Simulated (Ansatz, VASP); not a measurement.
## Two plane-wave programs on MgS

```
CELL_PARAMETERS angstrom
0.00000 2.63671 2.63671
2.63671 0.00000 2.63671
2.63671 2.63671 0.00000
ATOMIC_POSITIONS crystal
Mg 0.00000 0.00000 0.00000
S 0.50000 0.50000 0.50000
```

Alike in both runs: task relaxation of the atoms; functional r2SCAN; k mesh 10 × 10 × 10; occupations fermi-dirac, width 0.02 eV; no spin polarisation.

|  | VASP | Ansatz |
| --- | --- | --- |
| version | VASP 6.6.1 | Ansatz 0.2.0 |
| potentials or method | VASP PAW PBE potentials, release 64 (Mg, S), cutoff 520 eV | PAW plane waves |
| valence electrons in the cell | 8 | 16 |

|  | VASP | Ansatz | Ansatz less VASP |
| --- | --- | --- | --- |
| gap on the k mesh at the Fermi level, each at its own relaxed structure (eV) | 3.35 | 3.38 | +0.038 |

VASP's potentials were made for PBE, not for r2SCAN. VASP's potentials hold 8 valence electrons a cell and Ansatz's 16, so a difference there can come from the potentials and not from the codes. Ansatz's warnings: stress scf threshold loose.

Noted on VASP's run: the relaxation stopped at its first step, so nothing moved.
